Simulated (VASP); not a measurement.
Wanted: the native input for a VASP 6.6.1 run.

- Task: single point
- Functional: r2SCAN
- Potentials or basis: VASP PAW PBE potentials, release 64 (Hg, Te)
- Cutoff: 520 eV
- k mesh: 4 × 4 × 4
- Occupations: gaussian, width 0.1 eV
- Spin: no spin polarisation
- Dipole correction: no
- Further INCAR settings: ALGO = Normal; EDIFF = 1e-06; NBANDS = 26

Crystal: HgTe.

```
Hg Te
1.0
     5.95704    0.00000    0.00000
     0.00000    3.94216    0.00000
     0.00000    0.00000    6.08219
Hg Te
2 2
Cartesian
  4.4678 0.0000 4.1785
  1.4893 0.0000 1.9037
  4.4678 1.9711 1.1435
  1.4893 1.9711 4.9387
```

The input as run:

POSCAR

```
HgTe
1.0
    5.9570428125      0.0000000000      0.0000000000
    0.0000000000      3.9421606847      0.0000000000
    0.0000000000      0.0000000000      6.0821907707
Hg Te
2 2
Direct
    0.7500000000      0.0000000000      0.6870000000
    0.2500000000      0.0000000000      0.3130000000
    0.7500000000      0.5000000000      0.1880000000
    0.2500000000      0.5000000000      0.8120000000
```

INCAR.step1

```
SYSTEM = HgTe
PREC = Accurate
ENCUT = 520
ISMEAR = 0
SIGMA = 0.1
LREAL = .FALSE.
LASPH = .TRUE.
NELM = 100
NBANDS = 26
GGA = PE
ALGO = Normal
EDIFF = 1E-4
LWAVE = .TRUE.
LCHARG = .FALSE.
```

INCAR.step2

```
SYSTEM = HgTe
PREC = Accurate
ENCUT = 520
EDIFF = 1E-6
ISMEAR = 0
SIGMA = 0.1
LREAL = .FALSE.
LASPH = .TRUE.
NELM = 100
ALGO = Normal
ISIF = 2
LWAVE = .FALSE.
LCHARG = .FALSE.
METAGGA = R2SCAN
LMIXTAU = .TRUE.
NBANDS = 26
ISTART = 1
```

KPOINTS

```
Automatic mesh
0
G
  4 4 4
  0 0 0
```

Potentials or basis: VASP PAW PBE potentials, release 64 (Hg, Te).

The run is started by

```bash
$ cat potpaw_PBE.64/Hg/POTCAR potpaw_PBE.64/Te/POTCAR > POTCAR
$ cp INCAR.step1 INCAR
$ mpirun -np 1 vasp_std > vasp.out
$ cp INCAR.step2 INCAR
$ mpirun -np 1 vasp_std > vasp.out
```

It gave:

- Pressure: -6.0 GPa
- Largest force: 0.083 eV/Å
- Band gap on the k mesh: zero (band 18 reaches 2.57 eV, above the bottom of band 19 at 1.41 eV)

Caveat: the k points lie up to 0.40 Å⁻¹ apart; the PAW data sets were made with another functional, which shifts forces and pressure a little; spin-orbit coupling is left out, which moves the levels of the heavy elements.

Run time: 13 min on 1 thread of AMD EPYC 7R13, on a shared host, peak memory 0.3 GiB.
